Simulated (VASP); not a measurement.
Crystal: TiB2.

```
Ti B
1.0
     3.02920    0.00000    0.00000
    -1.51460    2.62336    0.00000
     0.00000    0.00000    3.22840
Ti B
1 2
Direct
  0.00000 0.00000 0.00000
  0.33333 0.66667 0.50000
  0.66667 0.33333 0.50000
```

- Program: VASP 6.6.1
- Task: relaxation of cell and atoms
- Functional: PBEsol
- Potentials or basis: VASP PAW PBE potentials, release 64 (Ti_sv, B)
- Cutoff: 600 eV
- k mesh: 15 × 15 × 14
- Occupations: gaussian, width 0.1 eV
- Spin: no spin polarisation

At the start: pressure -4.8 GPa; volume 8.55 Å³/atom.

Question: Where does the relaxation end?

Answer: Over 4 steps the energy falls by 3.2 meV/atom and the volume is 8.38 Å³/atom (-2.0 %); space group P6/mmm (No. 191, to 0.05 Å).

Step by step:
```
step  energy change (eV)  largest force (eV/Å)  pressure (GPa)  volume (Å³)
   1              0.0000                0.0000           -4.83        25.66
   2             -0.0027                0.0000            4.89        24.71
   3             -0.0087                0.0000            0.33        25.13
   4             -0.0095                0.0000            0.01        25.14
```

Final structure:
```yaml
crystal:
  lattice:
    - [3.01905, 0.00000, 0.00000]
    - [-1.50953, 2.61458, 0.00000]
    - [0.00000, 0.00000, 3.18509]
  atoms:
    - { symbol: Ti, position: [0.00000, 0.00000, 0.00000] }
    - { symbol: B, position: [0.33333, 0.66667, 0.50000] }
    - { symbol: B, position: [0.66667, 0.33333, 0.50000] }
```

Caveat: the PAW data sets were made with another functional, which shifts forces and pressure a little.
